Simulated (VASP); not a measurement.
Set up this calculation in VASP 6.6.1, as the native input.

* Task: single point
* Functional: PBE
* Potentials or basis: VASP PAW PBE potentials, release 64 (Si, S)
* Cutoff: 520 eV
* k mesh: 6 × 6 × 4
* Occupations: gaussian, width 0.1 eV
* Spin: no spin polarisation
* Dipole correction: no
* Further INCAR settings: ALGO = Normal; EDIFF = 1e-06; NBANDS = 20

The structure of Si3S2 lies in POSCAR:

```
Si3S2
1.0
    4.3476836400      0.0000000000      0.0000000000
   -2.1738418200      3.7652044800      0.0000000000
    0.0000000000      0.0000000000      5.3387979600
Si S
3 2
Direct
    0.0000000000      0.0000000000      0.7454000100
    0.0000000000      0.0000000000      0.2545999900
    0.6666666700      0.3333333300      0.0000000000
    0.6666666700      0.3333333300      0.5000000000
    0.3333333300      0.6666666700      0.0000000000
```

These files were run (other wordings do the same):

INCAR

```
SYSTEM = Si3S2
  ALGO = Normal
  EDIFF = 1E-6
  ENCUT = 520
  GGA = PE
  ISIF = 2
  ISMEAR = 0
  LASPH = .True.
  LCHARG = .False.
  LREAL = .False.
  LWAVE = .False.
  NBANDS = 20
  NELM = 60
  PREC = Accurate
  SIGMA = 0.1
```

KPOINTS

```
k-points
0
Gamma
  6 6 4
  0 0 0
```

Potentials or basis: VASP PAW PBE potentials, release 64 (Si, S).

Launch:

```bash
$ cat potpaw_PBE.64/Si/POTCAR potpaw_PBE.64/S/POTCAR > POTCAR
$ mpirun -np 1 vasp_std > vasp.out
```

Results of the run:

```
Pressure               : 1.1 GPa
Largest force          : 0.299 eV/Å
Band gap on the k mesh : zero (band 12 reaches 8.31 eV, above the bottom of band 13 at 5.47 eV)
```

It took 38 s on 1 thread of AMD EPYC 7R43 64-Core Processor (Zen 3), on a shared host, peak memory 0.16 GiB.
